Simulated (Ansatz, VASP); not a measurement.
# HfO2 in VASP and in Ansatz

```xyz
6
Lattice="4.8382 0.0000 0.0000 0.0000 4.8382 0.0000 0.0000 0.0000 3.2203" Properties=species:S:1:pos:R:3 pbc="T T T"
Hf    0.0000    0.0000    0.1500
Hf    2.4191    2.4191    1.6102
O     0.9431    3.8951    1.6102
O     1.4760    1.4760    0.0000
O     3.3622    3.3622    0.0000
O     3.8951    0.9431    1.6102
```

Alike in both runs: task single point; functional r2SCAN; k mesh 6 × 6 × 8; occupations gaussian, width 0.05 eV; no spin polarisation.

|  | VASP | Ansatz |
| --- | --- | --- |
| version | VASP 6.6.1 | Ansatz 0.2.0 |
| potentials or method | VASP PAW PBE potentials, release 64 (Hf_pv, O), cutoff 520 eV | scalar-relativistic, plane waves, PAW |
| valence electrons in the cell | 44 | 76 |

|  | VASP | Ansatz | Ansatz less VASP |
| --- | --- | --- | --- |
| gap on the k mesh at the Fermi level (eV) | 4.57 | 4.63 | +0.059 |
| least direct gap on the mesh (eV) | 4.57 | 4.63 | +0.059 |
| pressure (GPa) | -1.6 | 1.5 | +3.11 |
| traceless stress, the component that is largest in VASP (GPa) | -1.38 | -1.40 | -0.013 |
| rms of the force components (eV/Å) | 0.403 | 0.418 | +0.0157 |

VASP's potentials were made for PBE, not for r2SCAN. Atom by atom the forces differ by 0.028 eV/Å (rms over components). VASP's potentials hold 44 valence electrons a cell and Ansatz's 76, so a difference there can come from the potentials and not from the codes.

Spin-orbit coupling is off throughout.
